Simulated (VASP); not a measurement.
# Co (Fd-3m) in VASP: further runs, part 3 of 3

VASP 6.6.1. Earlier steps stand in the parts before.

**4. Single point, r2SCAN, collinear spin, ferromagnetic start**

This run uses another cell than the first one: it holds 2 atoms, not 6.

POSCAR

```
Co
1.0
    0.0000000000      2.5197343167      2.5197343167
    2.5197343167      0.0000000000      2.5197343167
    2.5197343167      2.5197343167      0.0000000000
Co
2
Direct
    0.5000000000      0.5000000000      0.5000000000
    0.7500000000      0.7500000000      0.7500000000
```

INCAR.step1

```
SYSTEM = Co
PREC = Accurate
ENCUT = 520
ISMEAR = 0
SIGMA = 0.1
LREAL = .FALSE.
LASPH = .TRUE.
NELM = 150
ISPIN = 2
MAGMOM = 1.85 1.85
LMAXMIX = 4
NBANDS = 20
GGA = PE
ALGO = Normal
EDIFF = 1E-4
LWAVE = .TRUE.
LCHARG = .FALSE.
```

INCAR.step2

```
SYSTEM = Co
PREC = Accurate
ENCUT = 520
EDIFF = 1E-6
ISMEAR = 0
SIGMA = 0.1
LREAL = .FALSE.
LASPH = .TRUE.
NELM = 150
ALGO = Normal
ISIF = 2
LWAVE = .FALSE.
LCHARG = .FALSE.
ISPIN = 2
MAGMOM = 1.85 1.85
LORBIT = 11
LMAXMIX = 4
METAGGA = R2SCAN
LMIXTAU = .TRUE.
NBANDS = 20
ISTART = 1
```

KPOINTS

```
regular mesh
0
G
  6 6 6
  0 0 0
```

Potentials or basis: VASP PAW PBE potentials, release 64 (Co).

The run is started by

```console
$ cat potpaw_PBE.64/Co/POTCAR > POTCAR
$ cp INCAR.step1 INCAR
$ mpirun -np 1 vasp_std > vasp.out
$ cp INCAR.step2 INCAR
$ mpirun -np 1 vasp_std > vasp.out
```

OUTCAR:

```text
SYSTEM = Co
   PREC = Accurate
   ENCUT = 520
   EDIFF = 1E-6
   ISMEAR = 0
   LREAL = .FALSE.
   LASPH = .TRUE.
   NELM = 150
   ISIF = 2
   ISPIN = 2
   LORBIT = 11
   METAGGA = R2SCAN
   ISTART = 1

 ion  position               nearest neighbor table
   1  0.500  0.500  0.500-   2 2.18   2 2.18   2 2.18   2 2.18
   2  0.750  0.750  0.750-   1 2.18   1 2.18   1 2.18   1 2.18

  LATTYP: Found a face centered cubic cell.
 ALAT       =     5.0394686334

  Lattice vectors:

 A1 = (   0.0000000000,   2.5197343167,   2.5197343167)
 A2 = (   2.5197343167,   0.0000000000,   2.5197343167)
 A3 = (   2.5197343167,   2.5197343167,   0.0000000000)

Analysis of symmetry for initial positions (statically):
=====================================================================
 Subroutine PRICEL returns:
 Original cell was already a primitive cell.

 Routine SETGRP: Setting up the symmetry group for a
 face centered cubic supercell.

 Subroutine GETGRP returns: Found 48 space group operations
 (whereof 24 operations were pure point group operations)
 out of a pool of 48 trial point group operations.

The static configuration has the point symmetry T_d .
 The point group associated with its full space group is O_h .

Analysis of symmetry for dynamics (positions and initial velocities):
=====================================================================
 Subroutine PRICEL returns:
 Original cell was already a primitive cell.

 Routine SETGRP: Setting up the symmetry group for a
 face centered cubic supercell.

 Subroutine GETGRP returns: Found 48 space group operations
 (whereof 24 operations were pure point group operations)
 out of a pool of 48 trial point group operations.

The dynamic configuration has the point symmetry T_d .
 The point group associated with its full space group is O_h .

Analysis of structural, dynamic, and magnetic symmetry:
=====================================================================
 Subroutine PRICEL returns:
 Original cell was already a primitive cell.

 Routine SETGRP: Setting up the symmetry group for a
 face centered cubic supercell.

 Subroutine GETGRP returns: Found 48 space group operations
 (whereof 24 operations were pure point group operations)
 out of a pool of 48 trial point group operations.

The overall configuration has the point symmetry T_d .
 The point group associated with its full space group is O_h .

 Subroutine INISYM returns: Found 48 space group operations
 (whereof 24 operations are pure point group operations),
 and found     1 'primitive' translations

----------------------------------------------------------------------------------------

                                     Primitive cell

  volume of cell :      31.9959

  direct lattice vectors                    reciprocal lattice vectors
     0.000000000  2.519734317  2.519734317    -0.198433619  0.198433619  0.198433619
     2.519734317  0.000000000  2.519734317     0.198433619 -0.198433619  0.198433619
     2.519734317  2.519734317  0.000000000     0.198433619  0.198433619 -0.198433619

  length of vectors
     3.563442444  3.563442444  3.563442444     0.343697110  0.343697110  0.343697110

  position of ions in fractional coordinates (direct lattice)
     0.500000000  0.500000000  0.500000000
     0.750000000  0.750000000  0.750000000

  ion indices of the primitive-cell ions
   primitive index   ion index
                 1           1
[... 60 lines left out ...]
   LSORBIT =      F    spin-orbit coupling
   LASPH  =      T    aspherical Exc in radial PAW
   ENCUT  =  520.0 eV  38.22 Ry    6.18 a.u.   6.63  6.63  6.63*2*pi/ulx,y,z
   NELM   =    150;   NELMIN=  2; NELMDL=  0     # of ELM steps
   EDIFF  = 0.1E-05   stopping-criterion for ELM
   LREAL  =      F    real-space projection
   EDIFFG = 0.1E-04   stopping-criterion for IOM
   NSW    =      0    number of steps for IOM
   IBRION =     -1    ionic relax: 0-MD 1-quasi-New 2-CG
   NFREE  =      0    steps in history (QN), initial steepest desc. (CG)
   ISIF   =      2    stress and relaxation
   ISYM   =      2    0-nonsym 1-usesym 2-fastsym
   POTIM  = 0.5000    time-step for ionic-motion
   TEBEG  =    0.0;   TEEND  =   0.0 temperature during run
   PSTRESS=    0.0 pullay stress
   NELECT =      18.0000    total number of electrons
   NUPDOWN=      -1.0000    fix difference up-down
   EMIN   =  10.00;   EMAX   =-10.00  energy-range for DOS
   EFERMI =   0.00;   METHOD = LEGACY
   ISMEAR =     0;   SIGMA  =   0.10  broadening in eV -4-tet -1-fermi 0-gaus
   EFERMI_NEDOS =   21; number of points for ismear=-14 and -15
   IALGO  =     38    algorithm
   IMIX   =      4    mixing-type and parameters
     AMIX     =   0.40;   BMIX     =  1.00
     AMIX_MAG =   1.60;   BMIX_MAG =  1.00
  volume/ion in A,a.u.               =      16.00       107.96
  Fermi-wavevector in a.u.,A,eV,Ry     =   1.351453  2.553876 24.850020  1.826425
  Thomas-Fermi vector in A             =   2.478873
   LORBIT       =     11    0 simple, 1 ext, 2 COOP (PROOUT), +10 PAW based schemes
   METAGGA = R2SCAN    functional components
   LHFCALC =     F    Hartree Fock is set to
   AEXX    =    0.0000 exact exchange contribution
   IVDW    =     0    specifies the selected vdW correction
   LEPSILON=     F    determine dielectric tensor
   LRPA    =     F    only Hartree local field effects (RPA)
 spin polarized calculation
 Gauss-broadening in eV      SIGMA  =   0.10
  energy-cutoff  :      520.00
  volume of cell :       32.00
 maximum number of plane-waves:       881
 NGX is ok and might be reduce to    28

 number of electron      18.0000010 magnetization       3.6367409

 Free energy of the ion-electron system (eV)
  ---------------------------------------------------
  ext. energy  EPLUGINS =         0.00000000
  ---------------------------------------------------
  free energy    TOTEN  =       -23.78706216 eV

  energy without entropy =      -23.77965815  energy(sigma->0) =      -23.78336016

 E-fermi :   5.6474     XC(G=0): -11.7474

 val. band max:        5.5803572707   @ k =  -0.3333   0.3333   0.0000
 cond. band min:       5.6954096910   @ k =  -0.3333   0.3333   0.1667
 fundamental gap:      0.1150524203
 Fermi energy:         5.6474116546

 spin component 1

 k-point     1 :       0.0000    0.0000    0.0000
  band No.  band energies     occupation
      1      -1.2743      1.00000
      2       1.4298      1.00000
      3       1.4298      1.00000
      4       1.7170      1.00000
      5       1.7171      1.00000
      6       1.7171      1.00000
[... 344 lines left out ...]
      6       2.5636      1.00000
[... 12 lines left out ...]
     19      31.1718      0.00000
     20      31.1718      0.00000
 Fermi energy:         5.6474116546

 spin component 2

 k-point     1 :       0.0000    0.0000    0.0000
  band No.  band energies     occupation
      1      -1.4642      1.00000
      2       3.6136      1.00000
      3       3.6137      1.00000
      4       3.6137      1.00000
      5       3.9270      1.00000
      6       3.9270      1.00000
[... 357 lines left out ...]
     19      31.6964      0.00000
     20      31.6964      0.00000

------------------------ aborting loop because EDIFF is reached ----------------------------------------

  FORCE on cell =-STRESS in cart. coord.  units (eV):
  Direction    XX          YY          ZZ          XY          YZ          ZX
  --------------------------------------------------------------------------------------
  -------------------------------------------------------------------------------------
  Total       -0.1351430     -0.1351430     -0.1351430      0.0000000      0.0000000      0.0000000
  in kB       -6.7672143     -6.7672143     -6.7672143      0.0000000      0.0000000      0.0000000
  external PRESSURE =      -6.7672143 kB  Pullay stress =       0.0000000 kB

 VOLUME and BASIS-vectors are now :
 -----------------------------------------------------------------------------
  energy-cutoff  :      520.00
  volume of cell :       32.00
      direct lattice vectors                 reciprocal lattice vectors
     0.000000000  2.519734317  2.519734317    -0.198433619  0.198433619  0.198433619
     2.519734317  0.000000000  2.519734317     0.198433619 -0.198433619  0.198433619
     2.519734317  2.519734317  0.000000000     0.198433619  0.198433619 -0.198433619

 POSITION                                       TOTAL-FORCE (eV/Angst)
 -----------------------------------------------------------------------------------
      2.51973      2.51973      2.51973        -0.000000     -0.000000     -0.000000
      3.77960      3.77960      3.77960         0.000000      0.000000      0.000000
 -----------------------------------------------------------------------------------
    total drift:                                0.000000      0.000000      0.000000

  FREE ENERGIE OF THE ION-ELECTRON SYSTEM (eV)
  ---------------------------------------------------
  free  energy   TOTEN  =       -23.7870621625 eV

  energy  without entropy=      -23.7796581546  energy(sigma->0) =      -23.78336016

 total charge

# of ion       s       p       d       tot
------------------------------------------
    1        0.567   0.388   7.301   8.255
    2        0.567   0.388   7.301   8.255
--------------------------------------------------
tot          1.134   0.776  14.602  16.511

 magnetization (x)

# of ion       s       p       d       tot
------------------------------------------
    1       -0.041  -0.044   1.921   1.835
    2       -0.041  -0.044   1.921   1.835
--------------------------------------------------
tot         -0.083  -0.088   3.841   3.670
```

Run time: 62 s. Hardware: 1 thread of Intel Xeon Platinum 8488C (Sapphire Rapids), shared host; peak memory 0.19 GiB.

Results:

```
Free energy                                           : -23.7871 eV
Pressure                                              : -0.7 GPa
Net moment                                            : 3.64 μB per cell
Site moments                                          : Co +1.83 μB
Valence electrons inside the program's atomic spheres : Co 8.26
```

Levels at points of the mesh, in eV from the Fermi level:
Spin up:
| k point | band 8 | band 9 | band 10 | band 11 | band 12 | band 13 | band 14 | band 15 |
| --- | --- | --- | --- | --- | --- | --- | --- | --- |
| (0.00, 0.00, 0.00) | -2.30 | -2.30 | -1.45 | -1.45 | 12.57 | 12.57 | 12.57 | 12.87 |
| (0.50, 0.00, 0.00) | -2.14 | -1.62 | -1.43 | -1.43 | 0.26 | 9.14 | 9.14 | 12.67 |
| (0.50, 0.50, 0.00) | -2.79 | -1.25 | -1.25 | 0.90 | 0.90 | 4.65 | 4.65 | 9.84 |
Spin down:
```csv
k point,band 4,band 5,band 6,band 7,band 8,band 9,band 10,band 11
"(0.00, 0.00, 0.00)",-2.03,-1.72,-1.72,0.05,0.05,0.05,1.76,1.76
"(0.50, 0.00, 0.00)",-1.93,-1.67,-1.67,-1.57,0.75,0.75,1.31,1.31
"(0.50, 0.50, 0.00)",-1.84,-1.80,-1.80,0.08,0.08,1.44,1.44,2.72
```

Caveat: the PAW data sets were made with another functional, which shifts forces and pressure a little.
